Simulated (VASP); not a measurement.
# Pt (P2_1/m) in VASP: single point with PBE

Aim: the single point of Pt with PBE.

Program: VASP 6.6.1. These are calculated values, not measurements. Logs are shortened: lines on timing, memory, paths and dates and some standing lists are left out, and cuts for length are marked.

**1. The cell of the first run**

The structure is monoclinic, space group P2_1/m (No. 11). Conventional cell: a = 2.807 Å, b = 3.970 Å, c = 2.807 Å, α = 90.00°, β = 90.00°, γ = 90.00°. Pt (site symmetry m) has 12 Pt at 2.74 to 2.88 Å within 3.6 Å.

**2. Single point, PBE (atoms displaced along several vibrational modes)**

Input file INCAR:

```
SYSTEM = Pt
PREC = Accurate
ENCUT = 520
EDIFF = 1E-7
ISMEAR = 0
SIGMA = 0.15
LREAL = .False.
LASPH = .True.
NELM = 60
ALGO = Fast
ISIF = 2
LWAVE = .False.
LCHARG = .True.
GGA = PE
LELF = .True.
LVHAR = .True.
NBANDS = 17
```

Input file KPOINTS:

```
regular mesh
0
Gamma
  16 16 12
  0 0 0
```

Input file POSCAR:

```
Pt
1.0
    0.0000000000     -1.9849647118     -1.9849647118
    0.0000000000      1.9849647118     -1.9849647118
    3.9699294236      0.0000000000      0.0000000000
Pt
2
Direct
    0.5179852064      0.4940049312      0.5000000000
   -0.0179852064      0.0059950688      0.0000000000
```

Potentials or basis: VASP PAW PBE potentials, release 64 (Pt).

Command:

```bash
$ cat potpaw_PBE.64/Pt/POTCAR > POTCAR
$ mpirun -np 1 vasp_std > vasp.out
```

OUTCAR:

```text
SYSTEM = Pt
   PREC = Accurate
   ENCUT = 520
   EDIFF = 1E-7
   ISMEAR = 0
   LREAL = .False.
   LASPH = .True.
   NELM = 60
   ISIF = 2
   GGA = PE

 ion  position               nearest neighbor table
   1  0.518  0.494  0.500-   2 2.74   2 2.74   2 2.78   2 2.78   2 2.84   2 2.84   2 2.88   2 2.88

   2  0.982  0.006  0.000-   1 2.74   1 2.74   1 2.78   1 2.78   1 2.84   1 2.84   1 2.88   1 2.88

  LATTYP: Found a simple tetragonal cell.
 ALAT       =     2.8071640163
 C/A-ratio  =     1.4142135624

  Lattice vectors:

 A1 = (   0.0000000000,  -1.9849647118,  -1.9849647118)
 A2 = (   0.0000000000,   1.9849647118,  -1.9849647118)
 A3 = (   3.9699294236,   0.0000000000,   0.0000000000)

Analysis of symmetry for initial positions (statically):
=====================================================================
 Subroutine PRICEL returns:
 Original cell was already a primitive cell.

 Routine SETGRP: Setting up the symmetry group for a
 simple tetragonal supercell.

 Subroutine GETGRP returns: Found  4 space group operations
 (whereof  2 operations were pure point group operations)
 out of a pool of 16 trial point group operations.

The static configuration has the point symmetry C_1h.
 The point group associated with its full space group is C_2h.

Analysis of symmetry for dynamics (positions and initial velocities):
=====================================================================
 Subroutine PRICEL returns:
 Original cell was already a primitive cell.

 Routine SETGRP: Setting up the symmetry group for a
 simple tetragonal supercell.

 Subroutine GETGRP returns: Found  4 space group operations
 (whereof  2 operations were pure point group operations)
 out of a pool of 16 trial point group operations.

The dynamic configuration has the point symmetry C_1h.
 The point group associated with its full space group is C_2h.

 Subroutine INISYM returns: Found  4 space group operations
 (whereof  2 operations are pure point group operations),
 and found     1 'primitive' translations

----------------------------------------------------------------------------------------

                                     Primitive cell

  volume of cell :      31.2837

  direct lattice vectors                    reciprocal lattice vectors
     0.000000000 -1.984964712 -1.984964712     0.000000000 -0.251893647 -0.251893647
     0.000000000  1.984964712 -1.984964712     0.000000000  0.251893647 -0.251893647
     3.969929424  0.000000000  0.000000000     0.251893647  0.000000000  0.000000000

  length of vectors
     2.807164016  2.807164016  3.969929424     0.356231412  0.356231412  0.251893647

  position of ions in fractional coordinates (direct lattice)
     0.517985206  0.494004931  0.500000000
     0.982014794  0.005995069  0.000000000

  ion indices of the primitive-cell ions
   primitive index   ion index
                 1           1
                 2           2

----------------------------------------------------------------------------------------

 KPOINTS: regular mesh

Automatic generation of k-mesh.
 Grid dimensions read from file:
 generate k-points for:   16   16   12

 Generating k-lattice:

  Cartesian coordinates                     Fractional coordinates (reciprocal lattice)
     0.000000000 -0.015743353 -0.015743353     0.062500000  0.000000000  0.000000000
     0.000000000  0.015743353 -0.015743353     0.000000000  0.062500000  0.000000000
     0.020991137  0.000000000  0.000000000     0.000000000  0.000000000  0.083333333

  Length of vectors
     0.022264463  0.022264463  0.020991137

  Shift w.r.t. Gamma in fractional coordinates (k-lattice)
     0.000000000  0.000000000  0.000000000

 Subroutine IBZKPT returns following result:
 ===========================================

 Found    910 irreducible k-points:

 Following reciprocal coordinates:
            Coordinates               Weight
  0.000000  0.000000  0.000000      1.000000
  0.062500  0.000000  0.000000      2.000000
  0.000000  0.062500  0.000000      2.000000
  0.125000  0.000000  0.000000      2.000000
  0.000000  0.125000  0.000000      2.000000
  0.187500  0.000000  0.000000      2.000000
[... 16 lines left out ...]
  0.062500  0.125000  0.000000      2.000000
  0.187500  0.062500  0.000000      2.000000
 [... further k-points ...]
   k-points           NKPTS =    910   k-points in BZ     NKDIM =    910   number of bands    NBANDS=     17
   number of dos      NEDOS =    301   number of ions     NIONS =      2
   total plane-waves  NPLWV =  17280
   dimension x,y,z NGX =    24 NGY =   24 NGZ =   30
   dimension x,y,z NGXF=    48 NGYF=   48 NGZF=   60
   ions per type =               2
   NGX,Y,Z   is equivalent  to a cutoff of  14.21, 14.21, 12.56 a.u.
   NGXF,Y,Z  is equivalent  to a cutoff of  28.43, 28.43, 25.13 a.u.
 SYSTEM =  Pt
   PREC   = accura    normal or accurate (medium, high low for compatibility)
   ISTART =      0    job   : 0-new  1-cont  2-samecut
   ICHARG =      2    charge: 1-file 2-atom 10-const
   ISPIN  =      1    spin polarized calculation?
   LNONCOLLINEAR =      F non collinear calculations
   LSORBIT =      F    spin-orbit coupling
   LASPH  =      T    aspherical Exc in radial PAW
   ENCUT  =  520.0 eV  38.22 Ry    6.18 a.u.   5.22  5.22  7.38*2*pi/ulx,y,z
   NELM   =     60;   NELMIN=  2; NELMDL= -5     # of ELM steps
   EDIFF  = 0.1E-06   stopping-criterion for ELM
   LREAL  =      F    real-space projection
   EDIFFG = 0.1E-05   stopping-criterion for IOM
   NSW    =      0    number of steps for IOM
   IBRION =     -1    ionic relax: 0-MD 1-quasi-New 2-CG
   NFREE  =      0    steps in history (QN), initial steepest desc. (CG)
   ISIF   =      2    stress and relaxation
   ISYM   =      2    0-nonsym 1-usesym 2-fastsym
   POTIM  = 0.5000    time-step for ionic-motion
   TEBEG  =    0.0;   TEEND  =   0.0 temperature during run
   PSTRESS=    0.0 pullay stress
   NELECT =      20.0000    total number of electrons
   NUPDOWN=      -1.0000    fix difference up-down
   EMIN   =  10.00;   EMAX   =-10.00  energy-range for DOS
   EFERMI =   0.00;   METHOD = LEGACY
   ISMEAR =     0;   SIGMA  =   0.15  broadening in eV -4-tet -1-fermi 0-gaus
   EFERMI_NEDOS =   21; number of points for ismear=-14 and -15
   IALGO  =     68    algorithm
   IMIX   =      4    mixing-type and parameters
     AMIX     =   0.40;   BMIX     =  1.00
     AMIX_MAG =   1.60;   BMIX_MAG =  1.00
  volume/ion in A,a.u.               =      15.64       105.56
  Fermi-wavevector in a.u.,A,eV,Ry     =   1.410302  2.665084 27.061321  1.988951
  Thomas-Fermi vector in A             =   2.532269
   LORBIT       =      0    0 simple, 1 ext, 2 COOP (PROOUT), +10 PAW based schemes
   GGA     = PE    functional components
   LHFCALC =     F    Hartree Fock is set to
   AEXX    =    0.0000 exact exchange contribution
   IVDW    =     0    specifies the selected vdW correction
   LEPSILON=     F    determine dielectric tensor
   LRPA    =     F    only Hartree local field effects (RPA)
 non-spin polarized calculation
 RMM-DIIS sequential band-by-band and
 Gauss-broadening in eV      SIGMA  =   0.15
  energy-cutoff  :      520.00
  volume of cell :       31.28
 maximum number of plane-waves:       888
 NGX is ok and might be reduce to    24
   NGX = 11   NGY = 11   NGZ = 15

 number of electron      20.0000003 magnetization

 Free energy of the ion-electron system (eV)
  ---------------------------------------------------
  ext. energy  EPLUGINS =         0.00000000
  ---------------------------------------------------
  free energy    TOTEN  =       -12.18892085 eV

  energy without entropy =      -12.14214922  energy(sigma->0) =      -12.16553503

 E-fermi :  10.5737     XC(G=0): -13.2699

 val. band max:       10.5735380088   @ k =  -0.2500   0.1250  -0.1667
 cond. band min:      10.5737531300   @ k =  -0.2500   0.0625  -0.0833
 fundamental gap:      0.0002151211
 Fermi energy:        10.5737085041

 k-point     1 :       0.0000    0.0000    0.0000
  band No.  band energies     occupation
      1       0.7656      2.00000
      2       3.8910      2.00000
      3       4.3450      2.00000
      4       6.9704      2.00000
      5       6.9846      2.00000
      6       7.0412      2.00000
[... 9 lines left out ...]
     16      25.4007      0.00000
     17      30.1345      0.00000

 k-point     2 :       0.0625    0.0000    0.0000
  band No.  band energies     occupation
      1       0.8669      2.00000
      2       3.9605      2.00000
      3       4.4111      2.00000
      4       6.9771      2.00000
      5       7.0185      2.00000
      6       7.0364      2.00000
[... 9 lines left out ...]
     16      25.5544      0.00000
     17      29.5586      0.00000

 k-point     3 :       0.0000    0.0625    0.0000
  band No.  band energies     occupation
      1       0.8672      2.00000
      2       3.9657      2.00000
      3       4.4059      2.00000
      4       6.9223      2.00000
      5       7.0334      2.00000
      6       7.0725      2.00000
[... 9 lines left out ...]
     16      25.5498      0.00000
     17      29.6411      0.00000

 k-point     4 :       0.1250    0.0000    0.0000
  band No.  band energies     occupation
      1       1.1644      2.00000
      2       4.1408      2.00000
      3       4.6222      2.00000
      4       6.8449      2.00000
      5       7.1136      2.00000
      6       7.1749      2.00000
[... 9 lines left out ...]
     16      25.9851      0.00000
     17      28.4746      0.00000
[... 343 lines left out ...]
      1       1.2641      2.00000
      2       4.2239      2.00000
      3       4.6733      2.00000
      4       6.7434      2.00000
      5       7.1972      2.00000
      6       7.2334      2.00000
[... 9 lines left out ...]
     16      26.1419      0.00000
     17      28.6006      0.00000

 k-point    23 :       0.0625    0.1250    0.0000
  band No.  band energies     occupation
      1       1.2651      2.00000
      2       4.2377      2.00000
      3       4.6581      2.00000
      4       6.6891      2.00000
      5       7.2224      2.00000
      6       7.2571      2.00000
[... 9 lines left out ...]
     16      26.1161      0.00000
     17      28.6169      0.00000

 k-point    24 :       0.1875    0.0625    0.0000
  band No.  band energies     occupation
      1       1.7355      2.00000
      2       4.4639      2.00000
      3       5.0261      2.00000
      4       6.5238      2.00000
      5       7.4025      2.00000
      6       7.4053      2.00000
[... 9 lines left out ...]
     16      26.7390      0.00000
     17      27.4424      0.00000

 [... further k-points ...]
[... 5 lines left out ...]
  --------------------------------------------------------------------------------------
  -------------------------------------------------------------------------------------
  Total        0.1431699      0.0701190     -0.0355446      0.0000000     -0.0386125      0.0000000
  in kB        7.3323611      3.5911027     -1.8203951      0.0000000     -1.9775143      0.0000000
  external PRESSURE =       3.0343562 kB  Pullay stress =       0.0000000 kB

 VOLUME and BASIS-vectors are now :
 -----------------------------------------------------------------------------
  energy-cutoff  :      520.00
  volume of cell :       31.28
      direct lattice vectors                 reciprocal lattice vectors
     0.000000000 -1.984964712 -1.984964712     0.000000000 -0.251893647 -0.251893647
     0.000000000  1.984964712 -1.984964712     0.000000000  0.251893647 -0.251893647
     3.969929424  0.000000000  0.000000000     0.251893647  0.000000000  0.000000000

 POSITION                                       TOTAL-FORCE (eV/Angst)
 -----------------------------------------------------------------------------------
      1.98496     -0.04760     -2.00876         0.000000      0.486354      0.226632
      0.00000     -1.93736     -1.96116         0.000000     -0.486354     -0.226632
 -----------------------------------------------------------------------------------
    total drift:                               -0.000000      0.000000     -0.000000

  FREE ENERGIE OF THE ION-ELECTRON SYSTEM (eV)
  ---------------------------------------------------
  free  energy   TOTEN  =       -12.1889208474 eV

  energy  without entropy=      -12.1421492206  energy(sigma->0) =      -12.16553503
```

It took 2.5 min on 1 thread of Intel Xeon 6975P-C (Granite Rapids), shared host; peak memory 0.49 GiB.

What came out:

- Free energy: -12.1889 eV
- Pressure: 0.3 GPa
- Largest force: 0.537 eV/Å
- Band gap on the k mesh: zero (bands 10 and 11 overlap by 1.39 eV)

Forces on the atoms (eV/Å):
```
Pt   0.000  0.486  0.227
Pt   0.000 -0.486 -0.227
```

Caveat: the cell differs from its parent crystal (atoms displaced along several vibrational modes); spin-orbit coupling is left out, which moves the levels of the heavy elements.
